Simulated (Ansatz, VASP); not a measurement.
## C: VASP beside Ansatz

File INCAR:

```
SYSTEM = C
PREC = Accurate
ENCUT = 520
EDIFF = 1E-6
ISMEAR = 0
SIGMA = 0.03
LREAL = .False.
LASPH = .True.
NELM = 100
ALGO = Normal
ISIF = 2
LWAVE = .False.
LCHARG = .False.
GGA = PS
IVDW = 12
NBANDS = 11
```

Contents of KPOINTS:

```
Automatic mesh
0
Gamma
  16 16 16
  0 0 0
```

File POSCAR:

```
C
1.0
    0.0000000000      2.1651688962      3.3824594497
    1.2508882260      0.0000000000      3.3824594497
    1.2508882260      2.1651688962      0.0000000000
C
2
Direct
    0.1549584640      0.8450415360      0.1549584640
    0.8450415360      0.1549584640      0.8450415360
```

Input for Ansatz:

```yaml
crystal:
  lattice:
    - [0.0, 2.1651688962, 3.3824594497]
    - [1.250888226, 0.0, 3.3824594497]
    - [1.250888226, 2.1651688962, 0.0]
  atoms:
    - { symbol: C, position: [0.154958464, 0.845041536, 0.154958464] }
    - { symbol: C, position: [0.845041536, 0.154958464, 0.845041536] }
basis:
  ecutwfc: 520.0
kpoints:
  mp_grid: { grid: [16, 16, 16] }
hamiltonian:
  xc: pbesol
  pseudopotentials: { kind: paw, azcp: { folder: soft_1 } }
  dispersion: d3bj
scf:
  occupations: { method: gaussian, width: 0.03 }
output:
  forces: true
  stress: true
  eigenvalues: true
  write_density: true
  write_potential: true
  elf: true
  volumetric_format: npy
```

Alike in both runs: task single point; functional PBEsol; dispersion D3(BJ); k mesh 16 × 16 × 16; occupations gaussian, width 0.03 eV; no spin polarisation.

|  | VASP | Ansatz |
| --- | --- | --- |
| version | VASP 6.6.1 | Ansatz 0.2.0 |
| potentials or method | VASP PAW PBE potentials, release 64 (C), cutoff 520 eV | scalar-relativistic, plane waves, PAW |
| valence electrons in the cell | 8 | 8 |

|  | VASP | Ansatz | Ansatz less VASP |
| --- | --- | --- | --- |
| gap on the k mesh at the Fermi level (eV) | none | none | - |
| pressure (GPa) | -8.7 | -9.3 | -0.60 |
| traceless stress, the component that is largest in VASP (GPa) | -13.28 | -13.38 | -0.099 |
| rms of the force components (eV/Å) | 3.168 | 3.154 | -0.0141 |

VASP's potentials were made for PBE, not for PBEsol, and Ansatz warns of the same on its side. Atom by atom the forces differ by 0.014 eV/Å (rms over components). A gap of «none» marks a metal or a gap that the smearing closes.
